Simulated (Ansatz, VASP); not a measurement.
# In4Sb3As in VASP and in Ansatz

```
CELL_PARAMETERS angstrom
6.51170 0.00000 0.00000
0.00000 6.51170 0.00000
0.00000 0.00000 6.51170
ATOMIC_POSITIONS crystal
In 0.24182 0.75818 0.24182
In 0.24182 0.24182 0.75818
In 0.75818 0.75818 0.75818
In 0.75818 0.24182 0.24182
Sb 0.00000 0.50000 0.50000
Sb 0.50000 0.50000 0.00000
Sb 0.50000 0.00000 0.50000
As 0.00000 0.00000 0.00000
```

Alike in both runs: functional PBE; k mesh 4 × 4 × 4; occupations gaussian, width 0.1 eV; no spin polarisation.

Ansatz relaxed the structure, and its values are those at the end. VASP's run is a single point on that final structure, the one shown.

```csv
,VASP,Ansatz
version,VASP 6.6.1,Ansatz 0.2.0
potentials or method,"VASP PAW PBE potentials, release 64 (In_d, Sb, As), cutoff 520 eV","scalar-relativistic, plane waves, PAW"
valence electrons in the cell,72,112
```

```tsv
	VASP	Ansatz	Ansatz less VASP
gap on the k mesh at the Fermi level (eV)	none	none	-
pressure (GPa)	0.3	0.3	+0.01
rms of the force components (eV/Å)	0.010	0.013	+0.0027
```

A gap of «none» marks a metal or a gap that the smearing closes. VASP's potentials hold 72 valence electrons a cell and Ansatz's 112, so a difference there can come from the potentials and not from the codes.

Spin-orbit coupling is off throughout.
